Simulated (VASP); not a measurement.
# GaN (F-43m) in VASP: a series of runs, part 2 of 2

VASP 6.6.1. The steps go on from the part before.

## Step 4: Single point, PBE

This run uses another cell than the first one, of 11.51 Å³/atom, 0.941 times its volume.

Input file INCAR:

```
PREC = Accurate
ENCUT = 520
EDIFF = 1E-6
ISMEAR = 0
SIGMA = 0.01
LREAL = False
LASPH = True
NELM = 80
ALGO = Normal
ISIF = 2
LWAVE = False
LCHARG = False
GGA = PE
NBANDS = 16
```

Input file KPOINTS:

```
Automatic mesh
0
Gamma
  10 10 10
```

Input file POSCAR:

```
GaN
1.0
    0.0000000000      2.2575395537      2.2575395537
    2.2575395537      0.0000000000      2.2575395537
    2.2575395537      2.2575395537      0.0000000000
Ga N
1 1
Direct
    0.0000000000      0.0000000000      0.0000000000
    0.7500000000      0.7500000000      0.7500000000
```

Potentials or basis: VASP PAW PBE potentials, release 64 (Ga_d, N).

Command:

```console
$ cat potpaw_PBE.64/Ga_d/POTCAR potpaw_PBE.64/N/POTCAR > POTCAR
$ mpirun -np 1 vasp_std > vasp.out
```

OUTCAR:

```text
PREC = Accurate
   ENCUT = 520
   EDIFF = 1E-6
   ISMEAR = 0
   LREAL = False
   LASPH = True
   NELM = 80
   ISIF = 2
   GGA = PE

 ion  position               nearest neighbor table
   1  0.000  0.000  0.000-   2 1.96   2 1.96   2 1.96   2 1.96
   2  0.750  0.750  0.750-   1 1.96   1 1.96   1 1.96   1 1.96

  LATTYP: Found a face centered cubic cell.
 ALAT       =     4.5150791074

  Lattice vectors:

 A1 = (   0.0000000000,   2.2575395537,   2.2575395537)
 A2 = (   2.2575395537,   0.0000000000,   2.2575395537)
 A3 = (   2.2575395537,   2.2575395537,   0.0000000000)

Analysis of symmetry for initial positions (statically):
=====================================================================
 Subroutine PRICEL returns:
 Original cell was already a primitive cell.

 Routine SETGRP: Setting up the symmetry group for a
 face centered cubic supercell.

 Subroutine GETGRP returns: Found 24 space group operations
 (whereof 24 operations were pure point group operations)
 out of a pool of 48 trial point group operations.

The static configuration has the point symmetry T_d .

Analysis of symmetry for dynamics (positions and initial velocities):
=====================================================================
 Subroutine PRICEL returns:
 Original cell was already a primitive cell.

 Routine SETGRP: Setting up the symmetry group for a
 face centered cubic supercell.

 Subroutine GETGRP returns: Found 24 space group operations
 (whereof 24 operations were pure point group operations)
 out of a pool of 48 trial point group operations.

The dynamic configuration has the point symmetry T_d .

 Subroutine INISYM returns: Found 24 space group operations
 (whereof 24 operations are pure point group operations),
 and found     1 'primitive' translations

----------------------------------------------------------------------------------------

                                     Primitive cell

  volume of cell :      23.0110

  direct lattice vectors                    reciprocal lattice vectors
     0.000000000  2.257539554  2.257539554    -0.221480062  0.221480062  0.221480062
     2.257539554  0.000000000  2.257539554     0.221480062 -0.221480062  0.221480062
     2.257539554  2.257539554  0.000000000     0.221480062  0.221480062 -0.221480062

  length of vectors
     3.192643054  3.192643054  3.192643054     0.383614720  0.383614720  0.383614720

  position of ions in fractional coordinates (direct lattice)
     0.000000000  0.000000000  0.000000000
     0.750000000  0.750000000  0.750000000

  ion indices of the primitive-cell ions
   primitive index   ion index
                 1           1
                 2           2

----------------------------------------------------------------------------------------

 KPOINTS: Automatic mesh

Automatic generation of k-mesh.
 Grid dimensions read from file:
 generate k-points for:   10   10   10

 Generating k-lattice:

  Cartesian coordinates                     Fractional coordinates (reciprocal lattice)
    -0.022148006  0.022148006  0.022148006     0.100000000  0.000000000  0.000000000
     0.022148006 -0.022148006  0.022148006     0.000000000  0.100000000  0.000000000
     0.022148006  0.022148006 -0.022148006     0.000000000  0.000000000  0.100000000

  Length of vectors
     0.038361472  0.038361472  0.038361472

  Shift w.r.t. Gamma in fractional coordinates (k-lattice)
     0.000000000  0.000000000  0.000000000

 Subroutine IBZKPT returns following result:
 ===========================================

 Found     47 irreducible k-points:

 Following reciprocal coordinates:
            Coordinates               Weight
  0.000000  0.000000  0.000000      1.000000
  0.100000  0.000000  0.000000      8.000000
  0.200000  0.000000  0.000000      8.000000
  0.300000  0.000000  0.000000      8.000000
  0.400000  0.000000  0.000000      8.000000
  0.500000  0.000000  0.000000      4.000000
[... 16 lines left out ...]
  0.300000  0.300000  0.000000      6.000000
  0.400000  0.300000  0.000000     24.000000
 [... further k-points ...]
   k-points           NKPTS =     47   k-points in BZ     NKDIM =     47   number of bands    NBANDS=     16
   number of dos      NEDOS =    301   number of ions     NIONS =      2
   total plane-waves  NPLWV =  13824
   dimension x,y,z NGX =    24 NGY =   24 NGZ =   24
   dimension x,y,z NGXF=    48 NGYF=   48 NGZF=   48
   ions per type =               1   1
   NGX,Y,Z   is equivalent  to a cutoff of  12.50, 12.50, 12.50 a.u.
   NGXF,Y,Z  is equivalent  to a cutoff of  24.99, 24.99, 24.99 a.u.
 SYSTEM =  unknown system
   PREC   = accura    normal or accurate (medium, high low for compatibility)
   ISTART =      0    job   : 0-new  1-cont  2-samecut
   ICHARG =      2    charge: 1-file 2-atom 10-const
   ISPIN  =      1    spin polarized calculation?
   LNONCOLLINEAR =      F non collinear calculations
   LSORBIT =      F    spin-orbit coupling
   LASPH  =      T    aspherical Exc in radial PAW
   ENCUT  =  520.0 eV  38.22 Ry    6.18 a.u.   5.94  5.94  5.94*2*pi/ulx,y,z
   NELM   =     80;   NELMIN=  2; NELMDL= -5     # of ELM steps
   EDIFF  = 0.1E-05   stopping-criterion for ELM
   LREAL  =      F    real-space projection
   EDIFFG = 0.1E-04   stopping-criterion for IOM
   NSW    =      0    number of steps for IOM
   IBRION =     -1    ionic relax: 0-MD 1-quasi-New 2-CG
   NFREE  =      0    steps in history (QN), initial steepest desc. (CG)
   ISIF   =      2    stress and relaxation
   ISYM   =      2    0-nonsym 1-usesym 2-fastsym
   POTIM  = 0.5000    time-step for ionic-motion
   TEBEG  =    0.0;   TEEND  =   0.0 temperature during run
   PSTRESS=    0.0 pullay stress
   NELECT =      18.0000    total number of electrons
   NUPDOWN=      -1.0000    fix difference up-down
   EMIN   =  10.00;   EMAX   =-10.00  energy-range for DOS
   EFERMI =   0.00;   METHOD = LEGACY
   ISMEAR =     0;   SIGMA  =   0.01  broadening in eV -4-tet -1-fermi 0-gaus
   EFERMI_NEDOS =   21; number of points for ismear=-14 and -15
   IALGO  =     38    algorithm
   IMIX   =      4    mixing-type and parameters
     AMIX     =   0.40;   BMIX     =  1.00
     AMIX_MAG =   1.60;   BMIX_MAG =  1.00
  volume/ion in A,a.u.               =      11.51        77.64
  Fermi-wavevector in a.u.,A,eV,Ry     =   1.508413  2.850487 30.957474  2.275310
  Thomas-Fermi vector in A             =   2.618871
   LORBIT       =      0    0 simple, 1 ext, 2 COOP (PROOUT), +10 PAW based schemes
   GGA     = PE    functional components
   LHFCALC =     F    Hartree Fock is set to
   AEXX    =    0.0000 exact exchange contribution
   IVDW    =     0    specifies the selected vdW correction
   LEPSILON=     F    determine dielectric tensor
   LRPA    =     F    only Hartree local field effects (RPA)
 non-spin polarized calculation
 Gauss-broadening in eV      SIGMA  =   0.01
  energy-cutoff  :      520.00
  volume of cell :       23.01
 maximum number of plane-waves:       636
   NGX = 11   NGY = 11   NGZ = 11

 number of electron      18.0000000 magnetization

 Free energy of the ion-electron system (eV)
  ---------------------------------------------------
  ext. energy  EPLUGINS =         0.00000000
  ---------------------------------------------------
  free energy    TOTEN  =       -12.14675917 eV

  energy without entropy =      -12.14675917  energy(sigma->0) =      -12.14675917

 E-fermi :   5.2983     XC(G=0): -11.6382

 val. band max:        5.2229468519   @ k =   0.0000   0.0000   0.0000
 cond. band min:       6.9126650920   @ k =   0.0000   0.0000   0.0000
 fundamental gap:      1.6897182401
 Fermi energy:         5.2982550129

 k-point     1 :       0.0000    0.0000    0.0000
  band No.  band energies     occupation
      1     -10.6648      2.00000
      2      -8.2144      2.00000
      3      -8.2144      2.00000
      4      -8.2144      2.00000
      5      -7.9002      2.00000
      6      -7.9002      2.00000
[... 8 lines left out ...]
     15      24.0378      0.00000
     16      24.0378      0.00000

 k-point     2 :       0.1000    0.0000    0.0000
  band No.  band energies     occupation
      1     -10.5560      2.00000
      2      -8.2010      2.00000
      3      -8.2010      2.00000
      4      -8.1751      2.00000
      5      -7.9014      2.00000
      6      -7.9014      2.00000
[... 8 lines left out ...]
     15      22.7408      0.00000
     16      22.7457      0.00000
[... 387 lines left out ...]
      5      -7.8507      2.00000
      6      -7.4241      2.00000
[... 8 lines left out ...]
     15      27.2075      0.00000
     16      27.5944      0.00000

 k-point    24 :       0.4000    0.3000    0.0000
  band No.  band energies     occupation
      1      -9.7101      2.00000
      2      -8.0858      2.00000
      3      -7.9939      2.00000
      4      -7.9936      2.00000
      5      -7.8407      2.00000
      6      -6.9711      2.00000
[... 8 lines left out ...]
     15      27.4459      0.00000
     16      27.5926      0.00000

 [... further k-points ...]
[... 5 lines left out ...]
  --------------------------------------------------------------------------------------
  -------------------------------------------------------------------------------------
  Total        0.5846288      0.5846288      0.5846288     -0.0000000     -0.0000000     -0.0000000
  in kB       40.7056510     40.7056510     40.7056510     -0.0000000     -0.0000000     -0.0000000
  external PRESSURE =      40.7056510 kB  Pullay stress =       0.0000000 kB

 VOLUME and BASIS-vectors are now :
 -----------------------------------------------------------------------------
  energy-cutoff  :      520.00
  volume of cell :       23.01
      direct lattice vectors                 reciprocal lattice vectors
     0.000000000  2.257539554  2.257539554    -0.221480062  0.221480062  0.221480062
     2.257539554  0.000000000  2.257539554     0.221480062 -0.221480062  0.221480062
     2.257539554  2.257539554  0.000000000     0.221480062  0.221480062 -0.221480062

 POSITION                                       TOTAL-FORCE (eV/Angst)
 -----------------------------------------------------------------------------------
      0.00000      0.00000      0.00000         0.000000      0.000000     -0.000000
      3.38631      3.38631      3.38631        -0.000000     -0.000000      0.000000
 -----------------------------------------------------------------------------------
    total drift:                               -0.000002     -0.000002     -0.000001

  FREE ENERGIE OF THE ION-ELECTRON SYSTEM (eV)
  ---------------------------------------------------
  free  energy   TOTEN  =       -12.1467591692 eV

  energy  without entropy=      -12.1467591692  energy(sigma->0) =      -12.14675917
```

OSZICAR:

```text
N       E                     dE             d eps       ncg     rms          rms(c)
DAV:   1     0.780494404039E+02    0.78049E+02   -0.93621E+03  1744   0.203E+03
DAV:   2    -0.846580068565E+01   -0.86515E+02   -0.80718E+02  1696   0.324E+02
DAV:   3    -0.140762714914E+02   -0.56105E+01   -0.55891E+01  1784   0.692E+01
DAV:   4    -0.141379854660E+02   -0.61714E-01   -0.61706E-01  1856   0.771E+00
DAV:   5    -0.141387563688E+02   -0.77090E-03   -0.77090E-03  1864   0.786E-01    0.770E+00
DAV:   6    -0.121463867438E+02    0.19924E+01   -0.49158E+00  2264   0.395E+01    0.268E+00
DAV:   7    -0.121544156070E+02   -0.80289E-02   -0.31722E-01  1632   0.660E+00    0.177E+00
DAV:   8    -0.121507664594E+02    0.36491E-02   -0.58967E-02  1712   0.325E+00    0.802E-01
DAV:   9    -0.121464818453E+02    0.42846E-02   -0.14340E-02  2280   0.270E+00    0.205E-01
DAV:  10    -0.121468551761E+02   -0.37333E-03   -0.15120E-03  1760   0.532E-01    0.102E-01
DAV:  11    -0.121467540559E+02    0.10112E-03   -0.28798E-04  2248   0.261E-01    0.780E-03
DAV:  12    -0.121467594152E+02   -0.53592E-05   -0.30650E-05  1688   0.527E-02    0.102E-02
DAV:  13    -0.121467591692E+02    0.24596E-06   -0.64410E-07  1368   0.143E-02
   1 F= -.12146759E+02 E0= -.12146759E+02  d E =-.396450E-29
```

stdout:

```text
POSCAR found type information on POSCAR GaN
 POSCAR found :  2 types and       2 ions
 scaLAPACK will be used
 LDA part: xc-table for (Slater+PW92), standard interpolation
 POSCAR, INCAR and KPOINTS ok, starting setup
 FFT: planning ... GRIDC
 FFT: planning ... GRID_SOFT
 FFT: planning ... GRID
 WAVECAR not read
 entering main loop
```

It took 16 s on 1 thread of Intel Xeon Platinum 8375C at 2.90GHz (Ice Lake), shared host; peak memory 0.14 GiB.

Results:

| Quantity | Value |
| --- | --- |
| Free energy | -12.1468 eV |
| Pressure | 4.1 GPa |
| Band gap on the k mesh | 1.69 eV, direct |

## Step 5: Summary

| cell | smearing | gap on the mesh (eV) | pressure (GPa) |
| --- | --- | --- | --- |
| a = 3.258 Å, angles 60.0°, 2 atoms | gaussian 0.02 eV | 1.30 | -6.0 |
| a = 3.250 Å, angles 60.0°, 2 atoms | gaussian 0.02 eV | 1.35 | -4.9 |
| a = 3.193 Å, angles 60.0°, 2 atoms | gaussian 0.01 eV | 1.69 | 4.1 |

Alike in all rows: task single point; level PBE; potentials or basis VASP PAW PBE potentials, release 64 (Ga_d, N); no spin polarisation; k mesh 10 × 10 × 10; cutoff (eV) 520.

Absolute energies hang on the potentials; compare differences alone.
